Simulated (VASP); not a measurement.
Mo2C:

```xyz
3
Lattice="3.0000 0.0000 0.0000 -1.5000 2.5981 0.0000 0.0000 0.0000 4.8000" Properties=species:S:1:pos:R:3 pbc="T T T"
C     0.0000    0.0000    0.0000
Mo    0.0000    1.7321    1.2000
Mo    1.5000    0.8660    3.6000
```

| Quantity | Value |
| --- | --- |
| Program | VASP 6.6.1 |
| Task | relaxation of cell and atoms |
| Functional | LDA |
| Potentials or basis | VASP PAW LDA potentials, release 64 (C, Mo_sv) |
| Cutoff | 600 eV |
| k mesh | 8 × 8 × 4 |
| Occupations | fermi-dirac, width 0.05 eV |
| Spin | no spin polarisation |

At the start: pressure -8.4 GPa; volume 12.47 Å³/atom.

Q: How do energy, volume and symmetry change on relaxing?

A: Over 14 steps the energy falls by 32.5 meV/atom and the volume is 12.13 Å³/atom (-2.7 %); space group P-3m1 (No. 164, to 0.1 Å) before and after.

The path:
| step | energy change (eV) | largest force (eV/Å) | pressure (GPa) | volume (Å³) |
| --- | --- | --- | --- | --- |
| 1 | 0.0000 | 0.0976 | -8.44 | 37.41 |
| 2 | 0.1086 | 1.1069 | 27.71 | 33.93 |
| 3 | -0.0622 | 0.2893 | 3.44 | 36.06 |
| 4 | -0.0930 | 0.2950 | -0.27 | 36.35 |
| 5 | -0.0967 | 0.1443 | 0.46 | 36.28 |
| 6 | -0.0967 | 0.1353 | 0.53 | 36.28 |
| 7 | -0.0975 | 0.0037 | -0.52 | 36.45 |
| 8 | -0.0976 | 0.0252 | -0.43 | 36.42 |
| 9 | -0.0975 | 0.0314 | -0.31 | 36.41 |
| 10 | -0.0976 | 0.0297 | -0.28 | 36.42 |
| 11 | -0.0975 | 0.0466 | 0.51 | 36.34 |
| 12 | -0.0976 | 0.0054 | 0.10 | 36.38 |
| 13 | -0.0976 | 0.0027 | 0.10 | 36.38 |
| 14 | -0.0976 | 0.0040 | -0.05 | 36.40 |

Final structure:
```cif
data_structure
_symmetry_space_group_name_H-M 'P 1'
_symmetry_Int_Tables_number 1
_cell_length_a 3.0312
_cell_length_b 3.0312
_cell_length_c 4.5746
_cell_angle_alpha 90.000
_cell_angle_beta 90.000
_cell_angle_gamma 120.000
_cell_volume 36.40
loop_
_atom_site_label
_atom_site_type_symbol
_atom_site_fract_x
_atom_site_fract_y
_atom_site_fract_z
_atom_site_occupancy
C1 C 0.00000 0.00000 0.00000 1
Mo1 Mo 0.33333 0.66667 0.25025 1
Mo2 Mo 0.66667 0.33333 0.74975 1
```
